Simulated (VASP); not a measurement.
Runs of VASP 6.6.1 on LaHg. The structure is that of space group Pm-3m (No. 221), or close to it. The cells are those of the table. 

```tsv
task	cell	cutoff (eV)	gap on the mesh (eV)	pressure (GPa)
electric field gradients	a = 3.862 Å, 2 atoms	400	none	-2.8
single point	a = 3.837 Å, angles 90.6°, 2 atoms	520	none	-1.7
single point	a = 3.824 Å, 2 atoms	500	none	-1.2
electric field gradients	a = 3.824 Å, 2 atoms	400	none	-1.2
electric field gradients	a = 3.785 Å, 2 atoms	400	none	0.8
single point	a = 3.912 Å, 2 atoms	500	none	(a)
single point	a = 3.837 Å, 2 atoms	520	none	-1.7
```

Alike in all rows: level LDA; potentials or basis VASP PAW LDA potentials, release 64 (La, Hg); no spin polarisation; k mesh 11 × 11 × 11; smearing fermi-dirac 0.08 eV.

Question: Estimate the missing entries.

Answer: (a) -4.6.

Caveats: spin-orbit coupling is left out, which moves the levels of the heavy elements.

A k mesh can miss the band edges, and the runs leave out spin-orbit coupling on Hg, La.

A gap of «none» marks levels without a gap at the run's occupations.
